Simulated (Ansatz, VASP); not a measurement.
# Two plane-wave programs on Mg3CdSe4

The input INCAR:

```
SYSTEM = Mg3CdSe4
PREC     = Accurate       ! precision mode
ENCUT    = 520            ! plane-wave cutoff, eV
EDIFF    = 1E-6           ! SCF threshold, eV
ISMEAR   = 0              ! smearing method
SIGMA    = 0.1            ! smearing width, eV
LREAL    = Auto         
LASPH    = .True.         ! aspherical terms in the spheres
NELM     = 80             ! most SCF steps
ALGO     = Normal         ! electronic algorithm
ISIF     = 2              ! what is computed and relaxed
LWAVE    = .False.        ! write WAVECAR
LCHARG   = .False.        ! write CHGCAR
GGA      = PE             ! functional
NBANDS   = 56             ! bands
```

Contents of KPOINTS:

```
regular mesh
0
Gamma
  2 2 2
  0 0 0
```

POSCAR

```
Mg3CdSe4
1.0
    0.0000000000      0.0000000000     -6.9473831593
    0.0000000000     -7.4188165569      0.0000000000
   -8.5678669750      0.0000000000      0.0000000000
Mg Cd Se
6 2 8
Direct
    0.0016084920      0.6662421477      0.7498528482
    0.0016084920      0.6662421477      0.2501471518
    0.5012709869      0.8319856292      0.0000000000
    0.0012709869      0.1680143708      0.5000000000
    0.5016084920      0.3337578523      0.2498528482
    0.5016084920      0.3337578523      0.7501471518
    0.5002041024      0.8337509055      0.5000000000
    0.0002041024      0.1662490945      0.0000000000
    0.1134715236      0.8345330164      0.5000000000
    0.1270879764      0.8247272933      0.0000000000
    0.6273742133      0.6630439173      0.7556821899
    0.6273742133      0.6630439173      0.2443178101
    0.1273742133      0.3369560827      0.7443178101
    0.1273742133      0.3369560827      0.2556821899
    0.6134715236      0.1654669836      0.0000000000
    0.6270879764      0.1752727067      0.5000000000
```

Input for Ansatz:

```yaml
crystal:
  lattice:
    - [0.0, 0.0, -6.9473831593]
    - [0.0, -7.4188165569, 0.0]
    - [-8.567866975, 0.0, 0.0]
  atoms:
    - { symbol: Mg, position: [0.001608492, 0.6662421477, 0.7498528482] }
    - { symbol: Mg, position: [0.001608492, 0.6662421477, 0.2501471518] }
    - { symbol: Mg, position: [0.5012709869, 0.8319856292, 0.0] }
    - { symbol: Mg, position: [0.0012709869, 0.1680143708, 0.5] }
    - { symbol: Mg, position: [0.501608492, 0.3337578523, 0.2498528482] }
    - { symbol: Mg, position: [0.501608492, 0.3337578523, 0.7501471518] }
    - { symbol: Cd, position: [0.5002041024, 0.8337509055, 0.5] }
    - { symbol: Cd, position: [0.0002041024, 0.1662490945, 0.0] }
    - { symbol: Se, position: [0.1134715236, 0.8345330164, 0.5] }
    - { symbol: Se, position: [0.1270879764, 0.8247272933, 0.0] }
    - { symbol: Se, position: [0.6273742133, 0.6630439173, 0.7556821899] }
    - { symbol: Se, position: [0.6273742133, 0.6630439173, 0.2443178101] }
    - { symbol: Se, position: [0.1273742133, 0.3369560827, 0.7443178101] }
    - { symbol: Se, position: [0.1273742133, 0.3369560827, 0.2556821899] }
    - { symbol: Se, position: [0.6134715236, 0.1654669836, 0.0] }
    - { symbol: Se, position: [0.6270879764, 0.1752727067, 0.5] }
basis:
  ecutwfc: 420
kpoints:
  mp_grid: { grid: [2, 2, 2] }
hamiltonian:
  xc: pbe
scf:
  occupations: { method: gaussian, width: 0.1 }
  lower_state_search: "off"
output:
  forces: true
  stress: true
  eigenvalues: true
```

Alike in both runs: task single point; functional PBE; k mesh 2 × 2 × 2; occupations gaussian, width 0.1 eV; no spin polarisation.

|  | VASP | Ansatz |
| --- | --- | --- |
| version | VASP 6.6.1 | Ansatz 0.2.0 |
| potentials or method | VASP PAW PBE potentials, release 64 (Mg, Cd, Se), cutoff 520 eV | scalar-relativistic, plane waves, PAW |
| valence electrons in the cell | 84 | 228 |

|  | VASP | Ansatz | Ansatz less VASP |
| --- | --- | --- | --- |
| gap on the k mesh at the Fermi level (eV) | 2.02 | 2.02 | +0.004 |
| least direct gap on the mesh (eV) | 2.02 | 2.02 | +0.004 |
| pressure (GPa) | 0.0 | 0.0 | -0.02 |
| traceless stress, the component that is largest in VASP (GPa) | 0.10 | 0.09 | -0.009 |
| rms of the force components (eV/Å) | 0.013 | 0.004 | -0.0086 |

Atom by atom the forces differ by 0.014 eV/Å (rms over components). The functional is the same, so the differences come from potentials, cutoffs and numerics. VASP's potentials hold 84 valence electrons a cell and Ansatz's 228, so a difference there can come from the potentials and not from the codes.

The k mesh is coarse, so the values compare programs but aren't converged.
